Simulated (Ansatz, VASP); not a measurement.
## Si: VASP beside Ansatz

```
CELL_PARAMETERS angstrom
-3.31800 3.31800 3.25164
3.31800 -3.31800 3.25164
3.31800 3.31800 -3.25164
ATOMIC_POSITIONS crystal
Si 0.20474 0.20372 0.20494
Si 0.49878 0.99980 0.29506
Si 0.29526 0.50020 0.99897
Si 0.00122 0.29628 0.50103
Si 0.79526 0.79628 0.79506
Si 0.50122 0.00020 0.70494
Si 0.70474 0.49980 0.00103
Si 0.99878 0.70372 0.49897
```

Change from the starting cell: z stretched by -2 %, ions relaxed.

Alike in both runs: functional PBE; k mesh 10 × 10 × 10; occupations fermi-dirac, width 0.05 eV; no spin polarisation.

Ansatz relaxed the structure, and its values are those at the end. VASP's run is a single point on that final structure, the one shown.

```csv
,VASP,Ansatz
version,VASP 6.6.1,Ansatz 0.2.0
potentials or method,"VASP PAW PBE potentials, release 64 (Si)","plane-wave PAW, scalar-relativistic"
plane-wave cutoff (eV),520,420
valence electrons in the cell,32,32
```

VASP gave:

- pressure (GPa): 2.6

Estimate Ansatz's values.

pressure (GPa): 2.7.

The functional is the same, so the differences come from potentials, cutoffs and numerics. Ansatz's warnings: stress scf threshold loose.
